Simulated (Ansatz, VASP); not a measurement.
# MgSn5 in VASP and in Ansatz

INCAR

```
SYSTEM = MgSn5
  ALGO = Normal
  EDIFF = 1E-6
  ENCUT = 520
  GGA = PS
  ISIF = 2
  ISMEAR = -1
  LASPH = .True.
  LCHARG = .False.
  LREAL = .False.
  LWAVE = .False.
  NBANDS = 45
  NELM = 80
  PREC = Accurate
  SIGMA = 0.05
```

KPOINTS

```
k-points
0
Gamma
  5 5 4
  0 0 0
```

The input POSCAR:

```
MgSn5
1.0
    5.6501780000      0.0000000000      0.0000000000
   -2.8250890000      4.8931980000      0.0000000000
    0.0000000000      0.0000000000      5.6172030000
Mg Sn
1 5
Direct
    0.0000000000      0.0000000000      0.5000000000
    0.6700040000      0.0000000000      0.0000000000
    0.3299960000      0.3299960000      0.0000000000
    0.0000000000      0.6700040000      0.0000000000
    0.6666666667      0.3333333333      0.5000000000
    0.3333333333      0.6666666667      0.5000000000
```

Input for Ansatz:

```yaml
crystal:
  lattice:
    - [5.650178, 0.0, 0.0]
    - [-2.825089, 4.893198, 0.0]
    - [0.0, 0.0, 5.617203]
  atoms:
    - { symbol: Mg, position: [0.0, 0.0, 0.5] }
    - { symbol: Sn, position: [0.670004, 0.0, 0.0] }
    - { symbol: Sn, position: [0.329996, 0.329996, 0.0] }
    - { symbol: Sn, position: [4.182199468315016e-18, 0.670004, 0.0] }
    - { symbol: Sn, position: [0.6666666666666666, 0.3333333333333333, 0.5] }
    - { symbol: Sn, position: [0.3333333333333333, 0.6666666666666666, 0.5] }
basis:
  ecutwfc: 462.593566181796
kpoints:
  mp_grid:
    grid: [5, 5, 4]
hamiltonian:
  xc: pbesol
scf:
  occupations:
    method: fermi_dirac
    width: 0.05
output:
  forces: true
  stress: true
```

Alike in both runs: task single point; functional PBEsol; k mesh 5 × 5 × 4; occupations fermi-dirac, width 0.05 eV; no spin polarisation.

|  | VASP | Ansatz |
| --- | --- | --- |
| version | VASP 6.6.1 | Ansatz 0.2.0 |
| potentials or method | VASP PAW PBE potentials, release 64 (Mg, Sn_d), cutoff 520 eV | plane waves, PAW |
| valence electrons in the cell | 72 | 80 |

VASP gave:

| Property | Result |
| --- | --- |
| pressure (GPa) | -0.8 |
| traceless stress, the component that is largest in VASP (GPa) | -2.61 |
| rms of the force components (eV/Å) | 0.023 |

Problem. Which values does Ansatz return?

Solution. Pressure (GPa): -0.7; traceless stress, the component that is largest in VASP (GPa): -2.61; rms of the force components (eV/Å): 0.022.

VASP's potentials were made for PBE, not for PBEsol. Atom by atom the forces differ by 0.001 eV/Å (rms over components). With one functional, cell and mesh, what is left measures potentials, basis and numerics. VASP's potentials hold 72 valence electrons a cell and Ansatz's 80, so a difference there can come from the potentials and not from the codes.
